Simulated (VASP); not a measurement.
# MgS (I-4m2) in VASP: single point with HSE06

Aim: the single point of MgS with HSE06.

Program: VASP 6.6.1. These are calculated values, not measurements. Logs are shortened: lines on timing, memory, paths and dates and some standing lists are left out, and cuts for length are marked.

## Step 1: The cell of the first run

It takes space group I-4m2 (No. 119, tetragonal). The conventional cell has a = 4.075 Å, b = 4.075 Å, c = 5.662 Å, α = 90.00°, β = 90.00°, γ = 90.00°. Within 3.3 Å of Mg (site symmetry -4m2) lie 4 S at 2.48 Å. Within 3.3 Å of S (site symmetry -4m2) lie 4 Mg at 2.48 Å.

## Step 2: Single point, HSE06 (biaxial xy strain +1.8%)

Input file POSCAR:

```
MgS
1.0
    0.0000000000      2.8815495344      2.8308768389
    2.8815495344      0.0000000000      2.8308768389
    2.8815495344      2.8815495344      0.0000000000
Mg S
1 1
Direct
    0.0000000000      0.0000000000      0.0000000000
    0.2500000000      0.2500000000      0.2500000000
```

Input file INCAR.step1:

```
SYSTEM = MgS
PREC = Accurate ; ENCUT = 520
EDIFF = 1E-5 ; ISMEAR = 0
SIGMA = 0.01 ; LREAL = .False.
LASPH = .True. ; NELM = 60
ALGO = Normal ; ISIF = 2
LWAVE = .True. ; LCHARG = .False.
NBANDS = 11 ; GGA = PE
```

Input file INCAR.step2:

```
SYSTEM = MgS
PREC = Accurate ; ENCUT = 520
EDIFF = 1E-6 ; ISMEAR = 0
SIGMA = 0.01 ; LREAL = .False.
LASPH = .True. ; NELM = 60
ALGO = Normal ; ISIF = 2
LWAVE = .False. ; LCHARG = .False.
GGA = PE ; LHFCALC = .True.
HFSCREEN = 0.2079 ; PRECFOCK = Normal
NBANDS = 11 ; ISTART = 1
```

Input file KPOINTS:

```
regular mesh
0
Gamma
  6 6 6
  0 0 0
```

Potentials or basis: VASP PAW PBE potentials, release 64 (Mg, S).

Started as:

```
$ cat potpaw_PBE.64/Mg/POTCAR potpaw_PBE.64/S/POTCAR > POTCAR
$ cp INCAR.step1 INCAR
$ mpirun -np 1 vasp_std > vasp.out
$ cp INCAR.step2 INCAR
$ mpirun -np 1 vasp_std > vasp.out
```

OUTCAR:

```text
SYSTEM = MgS
   PREC = Accurate
   ENCUT = 520
   EDIFF = 1E-6
   ISMEAR = 0
   LREAL = .False.
   LASPH = .True.
   NELM = 60
   ISIF = 2
   GGA = PE
   LHFCALC = .True.
   HFSCREEN = 0.2079
   PRECFOCK = Normal
   ISTART = 1

 ion  position               nearest neighbor table
   1  0.000  0.000  0.000-   2 2.48   2 2.48   2 2.48   2 2.48
   2  0.250  0.250  0.250-   1 2.48   1 2.48   1 2.48   1 2.48

  LATTYP: Found a body centered tetragonal cell.
 ALAT       =     4.0751264322
 C/A-ratio  =     1.3893442994

  Lattice vectors:

 A1 = (   0.0000000000,  -2.8815495344,  -2.8308768389)
 A2 = (   0.0000000000,   2.8815495344,  -2.8308768389)
 A3 = (   2.8815495344,   0.0000000000,   2.8308768389)

Analysis of symmetry for initial positions (statically):
=====================================================================
 Subroutine PRICEL returns:
 Original cell was already a primitive cell.

 Routine SETGRP: Setting up the symmetry group for a
 body centered tetragonal supercell.

 Subroutine GETGRP returns: Found  8 space group operations
 (whereof  8 operations were pure point group operations)
 out of a pool of 16 trial point group operations.

The static configuration has the point symmetry D_2d.

Analysis of symmetry for dynamics (positions and initial velocities):
=====================================================================
 Subroutine PRICEL returns:
 Original cell was already a primitive cell.

 Routine SETGRP: Setting up the symmetry group for a
 body centered tetragonal supercell.

 Subroutine GETGRP returns: Found  8 space group operations
 (whereof  8 operations were pure point group operations)
 out of a pool of 16 trial point group operations.

The dynamic configuration has the point symmetry D_2d.

 Subroutine INISYM returns: Found  8 space group operations
 (whereof  8 operations are pure point group operations),
 and found     1 'primitive' translations

----------------------------------------------------------------------------------------

                                     Primitive cell

  volume of cell :      47.0114

  direct lattice vectors                    reciprocal lattice vectors
     0.000000000  2.881549534  2.830876839    -0.173517753  0.173517753  0.176623721
     2.881549534  0.000000000  2.830876839     0.173517753 -0.173517753  0.176623721
     2.881549534  2.881549534  0.000000000     0.173517753  0.173517753 -0.176623721

  length of vectors
     4.039454344  4.039454344  4.075126432     0.302345431  0.302345431  0.302345431

  position of ions in fractional coordinates (direct lattice)
     0.000000000  0.000000000  0.000000000
     0.250000000  0.250000000  0.250000000

  ion indices of the primitive-cell ions
   primitive index   ion index
                 1           1
                 2           2

----------------------------------------------------------------------------------------

 KPOINTS: regular mesh

Automatic generation of k-mesh.
 Grid dimensions read from file:
 generate k-points for:    6    6    6

 Generating k-lattice:

  Cartesian coordinates                     Fractional coordinates (reciprocal lattice)
    -0.028919625  0.028919625  0.029437287     0.166666667  0.000000000  0.000000000
     0.028919625 -0.028919625  0.029437287     0.000000000  0.166666667  0.000000000
     0.028919625  0.028919625 -0.029437287    -0.000000000 -0.000000000  0.166666667

  Length of vectors
     0.050390905  0.050390905  0.050390905

  Shift w.r.t. Gamma in fractional coordinates (k-lattice)
     0.000000000  0.000000000  0.000000000

 Subroutine IBZKPT returns following result:
 ===========================================

 Found     30 irreducible k-points:

 Following reciprocal coordinates:
            Coordinates               Weight
  0.000000  0.000000  0.000000      1.000000
  0.166667 -0.000000  0.000000      8.000000
  0.333333 -0.000000  0.000000      8.000000
  0.500000 -0.000000  0.000000      4.000000
  0.166667  0.166667  0.000000      2.000000
  0.333333  0.166667  0.000000      8.000000
[... 16 lines left out ...]
  0.333333  0.000000  0.333333      4.000000
  0.500000 -0.000000  0.333333     16.000000
 [... further k-points ...]
   k-points           NKPTS =     30   k-points in BZ     NKDIM =    216   number of bands    NBANDS=     11
   number of dos      NEDOS =    301   number of ions     NIONS =      2
   total plane-waves  NPLWV =  27000
   dimension x,y,z NGX =    30 NGY =   30 NGZ =   30
   dimension x,y,z NGXF=    60 NGYF=   60 NGZF=   60
   ions per type =               1   1
   NGX,Y,Z   is equivalent  to a cutoff of  12.35, 12.35, 12.24 a.u.
   NGXF,Y,Z  is equivalent  to a cutoff of  24.69, 24.69, 24.48 a.u.
 SYSTEM =  MgS
   PREC   = accura    normal or accurate (medium, high low for compatibility)
   ISTART =      1    job   : 0-new  1-cont  2-samecut
   ICHARG =      0    charge: 1-file 2-atom 10-const
   ISPIN  =      1    spin polarized calculation?
   LNONCOLLINEAR =      F non collinear calculations
   LSORBIT =      F    spin-orbit coupling
   LASPH  =      T    aspherical Exc in radial PAW
   ENCUT  =  520.0 eV  38.22 Ry    6.18 a.u.   7.51  7.51  7.58*2*pi/ulx,y,z
   NELM   =     60;   NELMIN=  2; NELMDL=  0     # of ELM steps
   EDIFF  = 0.1E-05   stopping-criterion for ELM
   LREAL  =      F    real-space projection
   EDIFFG = 0.1E-04   stopping-criterion for IOM
   NSW    =      0    number of steps for IOM
   IBRION =     -1    ionic relax: 0-MD 1-quasi-New 2-CG
   NFREE  =      0    steps in history (QN), initial steepest desc. (CG)
   ISIF   =      2    stress and relaxation
   ISYM   =      3    0-nonsym 1-usesym 2-fastsym
   POTIM  = 0.5000    time-step for ionic-motion
   TEBEG  =    0.0;   TEEND  =   0.0 temperature during run
   PSTRESS=    0.0 pullay stress
   NELECT =       8.0000    total number of electrons
   NUPDOWN=      -1.0000    fix difference up-down
   EMIN   =  10.00;   EMAX   =-10.00  energy-range for DOS
   EFERMI =   0.00;   METHOD = LEGACY
   ISMEAR =     0;   SIGMA  =   0.01  broadening in eV -4-tet -1-fermi 0-gaus
   EFERMI_NEDOS =   21; number of points for ismear=-14 and -15
   IALGO  =     38    algorithm
   IMIX   =      1    mixing-type and parameters
     AMIX     =   0.40;   BMIX     =  1.00
     AMIX_MAG =   1.60;   BMIX_MAG =  1.00
  volume/ion in A,a.u.               =      23.51       158.62
  Fermi-wavevector in a.u.,A,eV,Ry     =   0.907202  1.714362 11.197794  0.823015
  Thomas-Fermi vector in A             =   2.030981
   LORBIT       =      0    0 simple, 1 ext, 2 COOP (PROOUT), +10 PAW based schemes
   GGA     = PE    functional components
   LHFCALC =     T    Hartree Fock is set to
   PRECFOCK=normal    Normal, Fast or Accurate (Low or Medium for compatibility)
   ENCUT4O =  -1.0   cutoff for four orbital integrals eV
   NKREDX  =     1    reduce k-point grid by
   NKREDY  =     1    reduce k-point grid by
   NKREDZ  =     1    reduce k-point grid by
   AEXX    =    0.2500 exact exchange contribution
   HFSCREEN=    0.2079 screening length (either q_TF or 0.3 A-1)
   HFSCREENC=   0.2079 screening length for correlation (either q_TF or 0.3 A-1)
   ENCUTFOCK=  -1.0 apply spherical cutoff to Coloumb kernel
   IVDW    =     0    specifies the selected vdW correction
   LEPSILON=     F    determine dielectric tensor
   LRPA    =     F    only Hartree local field effects (RPA)
 non-spin polarized calculation
 Gauss-broadening in eV      SIGMA  =   0.01
  energy-cutoff  :      520.00
  volume of cell :       47.01
 maximum number of plane-waves:      1293
  NGX = 24; NGY = 24; NGZ = 24

 number of electron       8.0000001 magnetization

 Free energy of the ion-electron system (eV)
  ---------------------------------------------------
  ext. energy  EPLUGINS =         0.00000000
  ---------------------------------------------------
  free energy    TOTEN  =        -9.83351445 eV

  energy without entropy =       -9.83351445  energy(sigma->0) =       -9.83351445

 E-fermi :   0.2443     XC(G=0):  -6.9131

 val. band max:        0.1502093502   @ k =   0.0000   0.0000   0.0000
 cond. band min:       4.4417191118   @ k =   0.0000   0.0000   0.0000
 fundamental gap:      4.2915097616
 Fermi energy:         0.2443404245

 k-point     1 :       0.0000    0.0000    0.0000
  band No.  band energies     occupation
      1     -12.1815      2.00000
      2       0.1052      2.00000
      3       0.1052      2.00000
      4       0.1502      2.00000
      5       4.4417      0.00000
      6       9.1962      0.00000
      7       9.1962      0.00000
      8       9.2113      0.00000
      9      12.0775      0.00000
     10      12.3732      0.00000
     11      14.8581      0.00000

 k-point     2 :       0.1667   -0.0000    0.0000
  band No.  band energies     occupation
      1     -12.0261      2.00000
      2      -0.9630      2.00000
      3       0.0026      2.00000
      4       0.0489      2.00000
      5       5.4569      0.00000
      6       8.9105      0.00000
      7       9.4351      0.00000
      8       9.4875      0.00000
      9      11.5021      0.00000
     10      11.6797      0.00000
     11      13.9762      0.00000

 k-point     3 :       0.3333   -0.0000    0.0000
  band No.  band energies     occupation
      1     -11.6808      2.00000
      2      -2.4973      2.00000
      3      -0.1854      2.00000
      4      -0.1101      2.00000
      5       6.2135      0.00000
      6       9.0996      0.00000
      7       9.2334      0.00000
      8       9.3824      0.00000
      9      12.5369      0.00000
     10      12.5874      0.00000
     11      13.3221      0.00000
[... 267 lines left out ...]
 k-point    23 :       0.3333    0.0000    0.3333
  band No.  band energies     occupation
      1     -11.5248      2.00000
      2      -2.3074      2.00000
      3      -0.7071      2.00000
      4      -0.7001      2.00000
      5       5.7544      0.00000
      6       7.2772      0.00000
      7      10.4286      0.00000
      8      11.6702      0.00000
      9      11.9118      0.00000
     10      14.1223      0.00000
     11      16.9544      0.00000

 k-point    24 :       0.5000   -0.0000    0.3333
  band No.  band energies     occupation
      1     -11.3295      2.00000
      2      -2.6293      2.00000
      3      -1.2867      2.00000
      4      -0.7732      2.00000
      5       5.7348      0.00000
      6       7.6143      0.00000
      7      10.6447      0.00000
      8      11.7481      0.00000
      9      13.0318      0.00000
     10      14.9983      0.00000
     11      15.9334      0.00000

 [... further k-points ...]
[... 5 lines left out ...]
  --------------------------------------------------------------------------------------
  -------------------------------------------------------------------------------------
  Total       -0.6616287     -0.6616287     -0.5354986      0.0000000      0.0000000      0.0000000
  in kB      -22.5487121    -22.5487121    -18.2501211      0.0000000      0.0000000      0.0000000
  external PRESSURE =     -21.1158484 kB  Pullay stress =       0.0000000 kB

 VOLUME and BASIS-vectors are now :
 -----------------------------------------------------------------------------
  energy-cutoff  :      520.00
  volume of cell :       47.01
      direct lattice vectors                 reciprocal lattice vectors
     0.000000000  2.881549534  2.830876839    -0.173517753  0.173517753  0.176623721
     2.881549534  0.000000000  2.830876839     0.173517753 -0.173517753  0.176623721
     2.881549534  2.881549534  0.000000000     0.173517753  0.173517753 -0.176623721

 POSITION                                       TOTAL-FORCE (eV/Angst)
 -----------------------------------------------------------------------------------
      0.00000      0.00000      0.00000         0.000000      0.000000      0.000000
      1.44077      1.44077      1.41544        -0.000000     -0.000000     -0.000000
 -----------------------------------------------------------------------------------
    total drift:                                0.000001     -0.000001      0.000000

  FREE ENERGIE OF THE ION-ELECTRON SYSTEM (eV)
  ---------------------------------------------------
  free  energy   TOTEN  =        -9.8335144524 eV

  energy  without entropy=       -9.8335144524  energy(sigma->0) =       -9.83351445
```

Run time: 15 min. Hardware: 1 thread of Intel Xeon Platinum 8488C (Sapphire Rapids), shared host; peak memory 0.3 GiB.

Results:

| Property | Result |
| --- | --- |
| Free energy | -9.8335 eV |
| Pressure | -2.1 GPa |
| Band gap on the k mesh | 4.29 eV, direct |

Caveat: the cell differs from its parent crystal (biaxial xy strain +1.8%); the PAW data sets were made with another functional, which shifts forces and pressure a little.
